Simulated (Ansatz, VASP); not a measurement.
## Sn3As: VASP beside Ansatz

```xyz
4
Lattice="-3.0184 3.0184 3.0184 3.0184 -3.0184 3.0184 3.0184 3.0184 -3.0184" Properties=species:S:1:pos:R:3 pbc="T T T"
Sn    3.0184    0.0000    0.0000
Sn    0.0000    3.0184    0.0000
Sn    0.0000    0.0000    3.0184
As    0.0000    0.0000    0.0000
```

Change from the starting cell: species swapped into the Sb3Au type (Im-3m, No. 229).

Alike in both runs: task relaxation of cell and atoms; functional PBE; k mesh 12 × 12 × 12; occupations gaussian, width 0.1 eV; no spin polarisation.

```csv
,VASP,Ansatz
version,VASP 6.6.1,Ansatz 0.2.0
potentials or method,"VASP PAW PBE potentials, release 64 (Sn_d, As), cutoff 600 eV","scalar-relativistic, plane waves, PAW"
valence electrons in the cell,47,57
```

|  | VASP | Ansatz | Ansatz less VASP |
| --- | --- | --- | --- |
| gap on the k mesh at the Fermi level, each at its own relaxed structure (eV) | none | none | - |
| relaxed volume (Å³/atom) | 27.03 | 27.03 | 0.000 |
| relaxed length of the cell vector where the two differ most in proportion (Å) | 5.198 | 5.198 | 0.0000 |

A gap of «none» marks a metal or a gap that the smearing closes. VASP's potentials hold 47 valence electrons a cell and Ansatz's 57, so a difference there can come from the potentials and not from the codes.
